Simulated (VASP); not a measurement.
# Bi (P4/mbm) in VASP: a series of runs

Runs on Bi. Level: PBE. Tasks: single point, relaxation of cell and atoms.

Program: VASP 6.6.1. These are calculated values, not measurements. Logs are shortened: lines on timing, memory, paths and dates and some standing lists are left out, and cuts for length are marked.

## (1) The cell of the first run

The structure is tetragonal, space group P4/mbm (No. 127). Conventional cell: a = 8.379 Å, b = 8.379 Å, c = 3.250 Å, α = 90.00°, β = 90.00°, γ = 90.00°. Bi (site symmetry m2m) has 5 Bi at 3.13 to 3.28 Å within 4.1 Å. Within 4.3 Å of Bi (site symmetry 4/m) lie 6 Bi at 3.25 to 3.28 Å.

The cell was built from a structure type or drawn by symmetry, and may not be a known phase.

## (2) Single point, PBE

File INCAR:

```
SYSTEM = Bi
ALGO = Normal ; EDIFF = 1E-6
ENCUT = 500 ; GGA = PE
GGA_COMPAT = .FALSE. ; ISIF = 2
ISMEAR = 0 ; LASPH = .TRUE.
LCHARG = .TRUE. ; LELF = .TRUE.
LREAL = .FALSE. ; LVHAR = .TRUE.
LWAVE = .FALSE. ; NBANDS = 54
NELM = 120 ; PREC = Accurate
SIGMA = 0.1
```

File KPOINTS:

```
k-points
0
G
  2 2 6
  0 0 0
```

File POSCAR:

```
Bi
1.0
    8.3791433424      0.0000000000      0.0000000000
    0.0000000000      8.3791433424      0.0000000000
    0.0000000000      0.0000000000      3.2499621980
Bi
6
Direct
    0.1319316980      0.3680683020      0.0000000000
    0.3680683020      0.8680683020      0.0000000000
    0.8680683020      0.6319316980      0.0000000000
    0.6319316980      0.1319316980      0.0000000000
    0.0000000000      0.0000000000      0.0000000000
    0.5000000000      0.5000000000      0.0000000000
```

Potentials or basis: VASP PAW PBE potentials, release 64 (Bi_d).

Run with:

```console
$ cat potpaw_PBE.64/Bi_d/POTCAR > POTCAR
$ mpirun -np 1 vasp_std > vasp.out
```

OUTCAR:

```text
SYSTEM = Bi
   EDIFF = 1E-6
   ENCUT = 500
   GGA = PE
   ISIF = 2
   ISMEAR = 0
   LASPH = .TRUE.
   LREAL = .FALSE.
   NELM = 120
   PREC = Accurate

 ion  position               nearest neighbor table
   1  0.132  0.368  0.000-   3 3.13   5 3.28   6 3.28
   2  0.368  0.868  0.000-   4 3.13   5 3.28   6 3.28
   3  0.868  0.632  0.000-   1 3.13   5 3.28   6 3.28
   4  0.632  0.132  0.000-   2 3.13   5 3.28   6 3.28
   5  0.000  0.000  0.000-   1 3.28   2 3.28   3 3.28   4 3.28
   6  0.500  0.500  0.000-   1 3.28   2 3.28   3 3.28   4 3.28

  LATTYP: Found a simple tetragonal cell.
 ALAT       =     8.3791433424
 C/A-ratio  =     0.3878633012

  Lattice vectors:

 A1 = (   8.3791433424,   0.0000000000,   0.0000000000)
 A2 = (   0.0000000000,   8.3791433424,   0.0000000000)
 A3 = (   0.0000000000,   0.0000000000,   3.2499621980)

Analysis of symmetry for initial positions (statically):
=====================================================================
 Subroutine PRICEL returns:
 Original cell was already a primitive cell.

 Routine SETGRP: Setting up the symmetry group for a
 simple tetragonal supercell.

 Subroutine GETGRP returns: Found 16 space group operations
 (whereof  8 operations were pure point group operations)
 out of a pool of 16 trial point group operations.

The static configuration has the point symmetry C_4h.
 The point group associated with its full space group is D_4h.

Analysis of symmetry for dynamics (positions and initial velocities):
=====================================================================
 Subroutine PRICEL returns:
 Original cell was already a primitive cell.

 Routine SETGRP: Setting up the symmetry group for a
 simple tetragonal supercell.

 Subroutine GETGRP returns: Found 16 space group operations
 (whereof  8 operations were pure point group operations)
 out of a pool of 16 trial point group operations.

The dynamic configuration has the point symmetry C_4h.
 The point group associated with its full space group is D_4h.

 Subroutine INISYM returns: Found 16 space group operations
 (whereof  8 operations are pure point group operations),
 and found     1 'primitive' translations

----------------------------------------------------------------------------------------

                                     Primitive cell

  volume of cell :     228.1800

  direct lattice vectors                    reciprocal lattice vectors
     8.379143342  0.000000000  0.000000000     0.119343942  0.000000000  0.000000000
     0.000000000  8.379143342  0.000000000     0.000000000  0.119343942  0.000000000
     0.000000000  0.000000000  3.249962198     0.000000000  0.000000000  0.307695887

  length of vectors
     8.379143342  8.379143342  3.249962198     0.119343942  0.119343942  0.307695887

  position of ions in fractional coordinates (direct lattice)
     0.131931698  0.368068302  0.000000000
     0.368068302  0.868068302  0.000000000
     0.868068302  0.631931698  0.000000000
     0.631931698  0.131931698  0.000000000
     0.000000000  0.000000000  0.000000000
     0.500000000  0.500000000  0.000000000

  ion indices of the primitive-cell ions
   primitive index   ion index
                 1           1
                 2           2
                 3           3
                 4           4
                 5           5
                 6           6

----------------------------------------------------------------------------------------

 KPOINTS: k-points

Automatic generation of k-mesh.
 Grid dimensions read from file:
 generate k-points for:    2    2    6

 Generating k-lattice:

  Cartesian coordinates                     Fractional coordinates (reciprocal lattice)
     0.059671971  0.000000000  0.000000000     0.500000000  0.000000000  0.000000000
     0.000000000  0.059671971  0.000000000     0.000000000  0.500000000  0.000000000
     0.000000000  0.000000000  0.051282648     0.000000000  0.000000000  0.166666667

  Length of vectors
     0.059671971  0.059671971  0.051282648

  Shift w.r.t. Gamma in fractional coordinates (k-lattice)
     0.000000000  0.000000000  0.000000000

 Subroutine IBZKPT returns following result:
 ===========================================

 Found     12 irreducible k-points:

 Following reciprocal coordinates:
            Coordinates               Weight
  0.000000  0.000000  0.000000      1.000000
  0.500000  0.000000  0.000000      2.000000
  0.500000  0.500000  0.000000      1.000000
  0.000000  0.000000  0.166667      2.000000
  0.500000  0.000000  0.166667      4.000000
  0.500000  0.500000  0.166667      2.000000
  0.000000  0.000000  0.333333      2.000000
  0.500000  0.000000  0.333333      4.000000
  0.500000  0.500000  0.333333      2.000000
  0.000000  0.000000  0.500000      1.000000
  0.500000  0.000000  0.500000      2.000000
  0.500000  0.500000  0.500000      1.000000
   k-points           NKPTS =     12   k-points in BZ     NKDIM =     12   number of bands    NBANDS=     54
   number of dos      NEDOS =    301   number of ions     NIONS =      6
   total plane-waves  NPLWV =  98304
   dimension x,y,z NGX =    64 NGY =   64 NGZ =   24
   dimension x,y,z NGXF=   128 NGYF=  128 NGZF=   48
   ions per type =               6
   NGX,Y,Z   is equivalent  to a cutoff of  12.70, 12.70, 12.28 a.u.
   NGXF,Y,Z  is equivalent  to a cutoff of  25.40, 25.40, 24.55 a.u.
 SYSTEM =  Bi
   PREC   = accura    normal or accurate (medium, high low for compatibility)
   ISTART =      0    job   : 0-new  1-cont  2-samecut
   ICHARG =      2    charge: 1-file 2-atom 10-const
   ISPIN  =      1    spin polarized calculation?
   LNONCOLLINEAR =      F non collinear calculations
   LSORBIT =      F    spin-orbit coupling
   LASPH  =      T    aspherical Exc in radial PAW
   ENCUT  =  500.0 eV  36.75 Ry    6.06 a.u.  15.28 15.28  5.93*2*pi/ulx,y,z
   NELM   =    120;   NELMIN=  2; NELMDL= -5     # of ELM steps
   EDIFF  = 0.1E-05   stopping-criterion for ELM
   LREAL  =      F    real-space projection
   EDIFFG = 0.1E-04   stopping-criterion for IOM
   NSW    =      0    number of steps for IOM
   IBRION =     -1    ionic relax: 0-MD 1-quasi-New 2-CG
   NFREE  =      0    steps in history (QN), initial steepest desc. (CG)
   ISIF   =      2    stress and relaxation
   ISYM   =      2    0-nonsym 1-usesym 2-fastsym
   POTIM  = 0.5000    time-step for ionic-motion
   TEBEG  =    0.0;   TEEND  =   0.0 temperature during run
   PSTRESS=    0.0 pullay stress
   NELECT =      90.0000    total number of electrons
   NUPDOWN=      -1.0000    fix difference up-down
   EMIN   =  10.00;   EMAX   =-10.00  energy-range for DOS
   EFERMI =   0.00;   METHOD = LEGACY
   ISMEAR =     0;   SIGMA  =   0.10  broadening in eV -4-tet -1-fermi 0-gaus
   EFERMI_NEDOS =   21; number of points for ismear=-14 and -15
   IALGO  =     38    algorithm
   IMIX   =      4    mixing-type and parameters
     AMIX     =   0.40;   BMIX     =  1.00
     AMIX_MAG =   1.60;   BMIX_MAG =  1.00
  volume/ion in A,a.u.               =      38.03       256.64
  Fermi-wavevector in a.u.,A,eV,Ry     =   1.200595  2.268795 19.611819  1.441428
  Thomas-Fermi vector in A             =   2.336427
   LORBIT       =      0    0 simple, 1 ext, 2 COOP (PROOUT), +10 PAW based schemes
   GGA     = PE    functional components
   LHFCALC =     F    Hartree Fock is set to
   AEXX    =    0.0000 exact exchange contribution
   IVDW    =     0    specifies the selected vdW correction
   LEPSILON=     F    determine dielectric tensor
   LRPA    =     F    only Hartree local field effects (RPA)
 non-spin polarized calculation
 Gauss-broadening in eV      SIGMA  =   0.10
  energy-cutoff  :      500.00
  volume of cell :      228.18
 maximum number of plane-waves:      5824
 NGX is ok and might be reduce to    64
   NGX = 31   NGY = 31   NGZ = 11

 number of electron      89.9999999 magnetization

 Free energy of the ion-electron system (eV)
  ---------------------------------------------------
  ext. energy  EPLUGINS =         0.00000000
  ---------------------------------------------------
  free energy    TOTEN  =       -22.86284796 eV

  energy without entropy =      -22.85836368  energy(sigma->0) =      -22.86060582

 E-fermi :   5.6640     XC(G=0):  -9.1148

 val. band max:        5.5302215776   @ k =   0.0000   0.0000   0.3333
 cond. band min:       5.7995584331   @ k =   0.5000   0.5000   0.0000
 fundamental gap:      0.2693368555
 Fermi energy:         5.6640317603

 k-point     1 :       0.0000    0.0000    0.0000
  band No.  band energies     occupation
      1     -17.3557      2.00000
      2     -17.3411      2.00000
      3     -17.3088      2.00000
      4     -17.2668      2.00000
      5     -17.2606      2.00000
      6     -17.2528      2.00000
[... 46 lines left out ...]
     53      10.3807      0.00000
     54      11.0943      0.00000

 k-point     2 :       0.5000    0.0000    0.0000
  band No.  band energies     occupation
      1     -17.3491      2.00000
      2     -17.3491      2.00000
      3     -17.2919      2.00000
      4     -17.2919      2.00000
      5     -17.2534      2.00000
      6     -17.2534      2.00000
[... 46 lines left out ...]
     53      11.1889      0.00000
     54      11.1889      0.00000

 k-point     3 :       0.5000    0.5000    0.0000
  band No.  band energies     occupation
      1     -17.3505      2.00000
      2     -17.3505      2.00000
      3     -17.2906      2.00000
      4     -17.2906      2.00000
      5     -17.2583      2.00000
      6     -17.2583      2.00000
[... 46 lines left out ...]
     53      11.7027      0.00000
     54      11.7074      0.00000
[... 400 lines left out ...]
 k-point    11 :       0.5000    0.0000    0.5000
  band No.  band energies     occupation
      1     -17.2621      2.00000
      2     -17.2621      2.00000
      3     -17.2320      2.00000
      4     -17.2320      2.00000
      5     -17.2313      2.00000
      6     -17.2313      2.00000
[... 46 lines left out ...]
     53       9.0590      0.00000
     54       9.0590      0.00000

 k-point    12 :       0.5000    0.5000    0.5000
  band No.  band energies     occupation
      1     -17.2620      2.00000
      2     -17.2620      2.00000
      3     -17.2364      2.00000
      4     -17.2364      2.00000
      5     -17.2273      2.00000
      6     -17.2273      2.00000
[... 46 lines left out ...]
     53       9.6610      0.00000
     54       9.6610      0.00000

------------------------ aborting loop because EDIFF is reached ----------------------------------------

  FORCE on cell =-STRESS in cart. coord.  units (eV):
  Direction    XX          YY          ZZ          XY          YZ          ZX
  --------------------------------------------------------------------------------------
  -------------------------------------------------------------------------------------
  Total        0.1411620      0.1411620      0.0428450      0.0000000      0.0000000     -0.0000000
  in kB        0.9911762      0.9911762      0.3008383      0.0000000      0.0000000     -0.0000000
  external PRESSURE =       0.7610636 kB  Pullay stress =       0.0000000 kB

 VOLUME and BASIS-vectors are now :
 -----------------------------------------------------------------------------
  energy-cutoff  :      500.00
  volume of cell :      228.18
      direct lattice vectors                 reciprocal lattice vectors
     8.379143342  0.000000000  0.000000000     0.119343942  0.000000000  0.000000000
     0.000000000  8.379143342  0.000000000     0.000000000  0.119343942  0.000000000
     0.000000000  0.000000000  3.249962198     0.000000000  0.000000000  0.307695887

 POSITION                                       TOTAL-FORCE (eV/Angst)
 -----------------------------------------------------------------------------------
      1.10547      3.08410      0.00000         0.006460     -0.006460     -0.000000
      3.08410      7.27367      0.00000        -0.006460     -0.006460     -0.000000
      7.27367      5.29505      0.00000        -0.006460      0.006460      0.000000
      5.29505      1.10547      0.00000         0.006460      0.006460     -0.000000
      0.00000      0.00000      0.00000         0.000000      0.000000     -0.000000
      4.18957      4.18957      0.00000         0.000000      0.000000     -0.000000
 -----------------------------------------------------------------------------------
    total drift:                                0.000000      0.000000      0.000000

  FREE ENERGIE OF THE ION-ELECTRON SYSTEM (eV)
  ---------------------------------------------------
  free  energy   TOTEN  =       -22.8628479564 eV

  energy  without entropy=      -22.8583636840  energy(sigma->0) =      -22.86060582
```

Wall time 1.7 min (1 thread of AMD EPYC 7R13 (Zen 3), shared host); peak memory 0.3 GiB.

Results:

```
Free energy            : -22.8628 eV
Pressure               : 0.1 GPa
Largest force          : 0.009 eV/Å
Band gap on the k mesh : zero (bands 45 and 46 overlap by 3.50 eV)
```

Forces on the atoms (eV/Å):
```
Bi   0.006 -0.006  0.000
Bi  -0.006 -0.006  0.000
Bi  -0.006  0.006  0.000
Bi   0.006  0.006  0.000
Bi   0.000  0.000  0.000
Bi   0.000  0.000  0.000
```

Caveat: the k points lie up to 0.37 Å⁻¹ apart, too coarse for converged energies and pressures of a metal; spin-orbit coupling is left out, which moves the levels of the heavy elements.

[end of part 1 of 2]
